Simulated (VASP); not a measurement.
# SnSe2 (P-3m1) in VASP: further runs, part 2 of 2

VASP 6.6.1.

**4. Single point, PBE+D3(BJ) (strain -0.050 along x and y, -0.025 along z)**

Contents of INCAR:

```
PREC     = Accurate       # precision mode
ENCUT    = 520            # plane-wave cutoff, eV
EDIFF    = 1E-6           # SCF threshold, eV
ISMEAR   = 0              # smearing method
SIGMA    = 0.03           # smearing width, eV
LREAL    = False          # projectors in reciprocal space
LASPH    = True           # aspherical terms in the spheres
NELM     = 100            # most SCF steps
ALGO     = Normal         # electronic algorithm
ISIF     = 2              # what is computed and relaxed
LWAVE    = False          # write WAVECAR
LCHARG   = False          # write CHGCAR
GGA      = PE             # functional
IVDW     = 12             # dispersion correction
NBANDS   = 20             # bands
```

Contents of KPOINTS:

```
Automatic mesh
0
Gamma
  12 12 6
```

Contents of POSCAR:

```
SnSe2
1.0
    3.6470961658      0.0000000000      0.0000000000
   -1.8235480829      3.1584779297      0.0000000000
    0.0000000000      0.0000000000      5.8613403327
Sn Se
1 2
Direct
    0.0000000000      0.0000000000      0.0000000000
    0.3333333333      0.6666666667      0.2651529960
    0.6666666667      0.3333333333      0.7348470040
```

Potentials or basis: VASP PAW PBE potentials, release 64 (Sn_d, Se).

On the command line:

```sh
> cat potpaw_PBE.64/Sn_d/POTCAR potpaw_PBE.64/Se/POTCAR > POTCAR
> mpirun -np 1 vasp_std > vasp.out
```

OUTCAR:

```text
PREC = Accurate
   ENCUT = 520
   EDIFF = 1E-6
   ISMEAR = 0
   LREAL = False
   LASPH = True
   NELM = 100
   ISIF = 2
   GGA = PE
   IVDW = 12
 IVDW          = 12

 ion  position               nearest neighbor table
   1  0.000  0.000  0.000-   2 2.62   3 2.62   3 2.62   2 2.62   3 2.62   2 2.62
   2  0.333  0.667  0.265-   1 2.62   1 2.62   1 2.62
   3  0.667  0.333  0.735-   1 2.62   1 2.62   1 2.62

  LATTYP: Found a hexagonal cell.
 ALAT       =     3.6470961658
 C/A-ratio  =     1.6071252488

  Lattice vectors:

 A1 = (   3.6470961658,   0.0000000000,   0.0000000000)
 A2 = (  -1.8235480829,   3.1584779297,   0.0000000000)
 A3 = (   0.0000000000,   0.0000000000,   5.8613403327)

Analysis of symmetry for initial positions (statically):
=====================================================================
 Subroutine PRICEL returns:
 Original cell was already a primitive cell.

 Routine SETGRP: Setting up the symmetry group for a
 hexagonal supercell.

 Subroutine GETGRP returns: Found 12 space group operations
 (whereof 12 operations were pure point group operations)
 out of a pool of 24 trial point group operations.

The static configuration has the point symmetry D_3d.

Analysis of symmetry for dynamics (positions and initial velocities):
=====================================================================
 Subroutine PRICEL returns:
 Original cell was already a primitive cell.

 Routine SETGRP: Setting up the symmetry group for a
 hexagonal supercell.

 Subroutine GETGRP returns: Found 12 space group operations
 (whereof 12 operations were pure point group operations)
 out of a pool of 24 trial point group operations.

The dynamic configuration has the point symmetry D_3d.

 Subroutine INISYM returns: Found 12 space group operations
 (whereof 12 operations are pure point group operations),
 and found     1 'primitive' translations

----------------------------------------------------------------------------------------

                                     Primitive cell

  volume of cell :      67.5184

  direct lattice vectors                    reciprocal lattice vectors
     3.647096166  0.000000000  0.000000000     0.274190741  0.158304098  0.000000000
    -1.823548083  3.158477930  0.000000000     0.000000000  0.316608196  0.000000000
     0.000000000  0.000000000  5.861340333     0.000000000  0.000000000  0.170609441

  length of vectors
     3.647096166  3.647096166  5.861340333     0.316608196  0.316608196  0.170609441

  position of ions in fractional coordinates (direct lattice)
     0.000000000  0.000000000  0.000000000
     0.333333333  0.666666667  0.265152996
     0.666666667  0.333333333  0.734847004

  ion indices of the primitive-cell ions
   primitive index   ion index
                 1           1
                 2           2
                 3           3

----------------------------------------------------------------------------------------

 KPOINTS: Automatic mesh

Automatic generation of k-mesh.
 Grid dimensions read from file:
 generate k-points for:   12   12    6

 Generating k-lattice:

  Cartesian coordinates                     Fractional coordinates (reciprocal lattice)
     0.022849228  0.013192008  0.000000000     0.083333333  0.000000000  0.000000000
     0.000000000  0.026384016  0.000000000     0.000000000  0.083333333  0.000000000
     0.000000000  0.000000000  0.028434907     0.000000000  0.000000000  0.166666667

  Length of vectors
     0.026384016  0.026384016  0.028434907

  Shift w.r.t. Gamma in fractional coordinates (k-lattice)
     0.000000000  0.000000000  0.000000000

 Subroutine IBZKPT returns following result:
 ===========================================

 Found    100 irreducible k-points:

 Following reciprocal coordinates:
            Coordinates               Weight
  0.000000  0.000000  0.000000      1.000000
  0.083333 -0.000000  0.000000      6.000000
  0.166667 -0.000000  0.000000      6.000000
  0.250000 -0.000000  0.000000      6.000000
  0.333333  0.000000  0.000000      6.000000
  0.416667 -0.000000  0.000000      6.000000
[... 16 lines left out ...]
  0.166667 -0.000000  0.166667      6.000000
  0.000000  0.166667  0.166667      6.000000
 [... further k-points ...]
   k-points           NKPTS =    100   k-points in BZ     NKDIM =    100   number of bands    NBANDS=     20
   number of dos      NEDOS =    301   number of ions     NIONS =      3
   total plane-waves  NPLWV =  37632
   dimension x,y,z NGX =    28 NGY =   28 NGZ =   48
   dimension x,y,z NGXF=    56 NGYF=   56 NGZF=   96
   ions per type =               1   2
   NGX,Y,Z   is equivalent  to a cutoff of  12.76, 12.76, 13.61 a.u.
   NGXF,Y,Z  is equivalent  to a cutoff of  25.53, 25.53, 27.23 a.u.
 SYSTEM =  unknown system
   PREC   = accura    normal or accurate (medium, high low for compatibility)
   ISTART =      0    job   : 0-new  1-cont  2-samecut
   ICHARG =      2    charge: 1-file 2-atom 10-const
   ISPIN  =      1    spin polarized calculation?
   LNONCOLLINEAR =      F non collinear calculations
   LSORBIT =      F    spin-orbit coupling
   LASPH  =      T    aspherical Exc in radial PAW
   ENCUT  =  520.0 eV  38.22 Ry    6.18 a.u.   6.78  6.78 10.90*2*pi/ulx,y,z
   NELM   =    100;   NELMIN=  2; NELMDL= -5     # of ELM steps
   EDIFF  = 0.1E-05   stopping-criterion for ELM
   LREAL  =      F    real-space projection
   EDIFFG = 0.1E-04   stopping-criterion for IOM
   NSW    =      0    number of steps for IOM
   IBRION =     -1    ionic relax: 0-MD 1-quasi-New 2-CG
   NFREE  =      0    steps in history (QN), initial steepest desc. (CG)
   ISIF   =      2    stress and relaxation
   ISYM   =      2    0-nonsym 1-usesym 2-fastsym
   POTIM  = 0.5000    time-step for ionic-motion
   TEBEG  =    0.0;   TEEND  =   0.0 temperature during run
   PSTRESS=    0.0 pullay stress
   NELECT =      26.0000    total number of electrons
   NUPDOWN=      -1.0000    fix difference up-down
   EMIN   =  10.00;   EMAX   =-10.00  energy-range for DOS
   EFERMI =   0.00;   METHOD = LEGACY
   ISMEAR =     0;   SIGMA  =   0.03  broadening in eV -4-tet -1-fermi 0-gaus
   EFERMI_NEDOS =   21; number of points for ismear=-14 and -15
   IALGO  =     38    algorithm
   IMIX   =      4    mixing-type and parameters
     AMIX     =   0.40;   BMIX     =  1.00
     AMIX_MAG =   1.60;   BMIX_MAG =  1.00
  volume/ion in A,a.u.               =      22.51       151.88
  Fermi-wavevector in a.u.,A,eV,Ry     =   1.191037  2.250734 19.300807  1.418569
  Thomas-Fermi vector in A             =   2.327108
   LORBIT       =      0    0 simple, 1 ext, 2 COOP (PROOUT), +10 PAW based schemes
   GGA     = PE    functional components
   LHFCALC =     F    Hartree Fock is set to
   AEXX    =    0.0000 exact exchange contribution
   IVDW    =    12    specifies the selected vdW correction
   LEPSILON=     F    determine dielectric tensor
   LRPA    =     F    only Hartree local field effects (RPA)
 non-spin polarized calculation
 Gauss-broadening in eV      SIGMA  =   0.03
  energy-cutoff  :      520.00
  volume of cell :       67.52
 maximum number of plane-waves:      1842
   NGX = 13   NGY = 13   NGZ = 21

 number of electron      26.0000005 magnetization

 Free energy of the ion-electron system (eV)
  ---------------------------------------------------
  ext. energy  EPLUGINS =         0.00000000
  ---------------------------------------------------
  free energy    TOTEN  =       -11.34604941 eV

  energy without entropy =      -11.34604941  energy(sigma->0) =      -11.34604941

 E-fermi :   6.0652     XC(G=0): -10.1560

 val. band max:        5.8478602235   @ k =   0.0833   0.0833   0.0000
 cond. band min:       6.3925874717   @ k =   0.0000   0.4167   0.3333
 fundamental gap:      0.5447272483
 Fermi energy:         6.0651870329

 k-point     1 :       0.0000    0.0000    0.0000
  band No.  band energies     occupation
      1     -15.6856      2.00000
      2     -15.6856      2.00000
      3     -15.6244      2.00000
      4     -15.6037      2.00000
      5     -15.6037      2.00000
      6      -9.0530      2.00000
[... 12 lines left out ...]
     19      14.9896      0.00000
[... 513 lines left out ...]
      4     -15.6090      2.00000
      5     -15.6017      2.00000
      6      -8.6665      2.00000
[... 12 lines left out ...]
     19      13.6590      0.00000
     20      14.7631      0.00000

 [... further k-points ...]

------------------------ aborting loop because EDIFF is reached ----------------------------------------

 Edisp (eV)   -1.24458

 E8    (eV) :    -0.5440

  FORCE on cell =-STRESS in cart. coord.  units (eV):
  Direction    XX          YY          ZZ          XY          YZ          ZX
  --------------------------------------------------------------------------------------
  -------------------------------------------------------------------------------------
  Total       5.17558     5.17558     4.44603    -0.00000     0.00000     0.00000
  in kB     122.81382   122.81382   105.50200    -0.00000     0.00000     0.00000
  external pressure =      117.04 kB  Pullay stress =        0.00 kB

 VOLUME and BASIS-vectors are now :
 -----------------------------------------------------------------------------
  energy-cutoff  :      520.00
  volume of cell :       67.52
      direct lattice vectors                 reciprocal lattice vectors
     3.647096166  0.000000000  0.000000000     0.274190741  0.158304098  0.000000000
    -1.823548083  3.158477930  0.000000000     0.000000000  0.316608196  0.000000000
     0.000000000  0.000000000  5.861340333     0.000000000  0.000000000  0.170609441

 POSITION                                       TOTAL-FORCE (eV/Angst)
 -----------------------------------------------------------------------------------
      0.00000      0.00000      0.00000         0.000000      0.000000     -0.000000
     -0.00000      2.10565      1.55415         0.000000      0.000000      1.097724
      1.82355      1.05283      4.30719        -0.000000     -0.000000     -1.097724
 -----------------------------------------------------------------------------------
    total drift:                               -0.000000      0.000000     -0.000000

  FREE ENERGIE OF THE ION-ELECTRON SYSTEM (eV)
  ---------------------------------------------------
  free  energy   TOTEN  =       -12.5906284221 eV

  energy  without entropy=      -12.5906284221  energy(sigma->0) =      -12.59062842
```

It took 3 min on 1 thread of Intel Xeon 8259CL, shared host; peak memory 0.29 GiB.

Results:

```
Free energy                : -12.5906 eV
Pressure                   : 11.7 GPa
Largest force              : 1.098 eV/Å
Band gap on the k mesh     : 0.54 eV (least direct gap 1.40 eV)
Dispersion energy per atom : -0.415 eV
```

Forces in eV/Å, atoms in the order of the input:
```
Sn   0.000  0.000  0.000
Se   0.000  0.000  1.098
Se   0.000  0.000 -1.098
```

Levels at points of the mesh, in eV from the valence-band top:
| k point | band 11 | band 12 | band 13 | band 14 | band 15 | band 16 |
| --- | --- | --- | --- | --- | --- | --- |
| (0.00, 0.00, 0.00) | -0.44 | -0.44 | -0.14 | 1.54 | 3.18 | 4.90 |
| (0.50, 0.00, 0.00) | -2.98 | -2.02 | -0.36 | 1.36 | 3.69 | 4.87 |
| (0.00, 0.00, 0.50) | -0.85 | -0.16 | -0.16 | 3.20 | 3.24 | 4.47 |
| (0.50, 0.00, 0.50) | -2.36 | -1.27 | -1.05 | 0.78 | 3.80 | 4.54 |

Caveat: the cell differs from its parent crystal (strain -0.050 along x and y, -0.025 along z); the cell stands under pressure; spin-orbit coupling is left out, which moves the levels of the heavy elements; forces of over 1 eV/Å act on the atoms, so gaps and moduli don't describe the material at rest.

**5. Overview**

```tsv
cell	gap on the mesh (eV)	pressure (GPa)	largest force (eV/Å)
a = 4.031, b = 4.031, c = 6.012 Å, angles 90.0, 90.0, 120.0°, 3 atoms	none	-5.1	0.38
a = 3.647, b = 3.647, c = 5.711 Å, angles 90.0, 90.0, 120.0°, 3 atoms	0.48	15.0	1.55
a = 3.647, b = 3.647, c = 5.861 Å, angles 90.0, 90.0, 120.0°, 3 atoms	0.54	11.7	1.10
```

Alike in all rows: task single point; level PBE+D3(BJ); potentials or basis VASP PAW PBE potentials, release 64 (Sn_d, Se); no spin polarisation; k mesh 12 × 12 × 6; cutoff (eV) 520; smearing gaussian 0.03 eV.

Caveats: spin-orbit coupling is left out, which moves the levels of the heavy elements; the cell stands under pressure (at least some runs); forces of over 1 eV/Å act on the atoms, so gaps and moduli don't describe the material at rest (at least some runs); the cell stands under tension (at least some runs); semilocal functionals underestimate gaps, so a narrow gap can read as zero (at least some runs).

Total energies depend on the potentials used, so only differences within one code and one set of settings carry meaning.
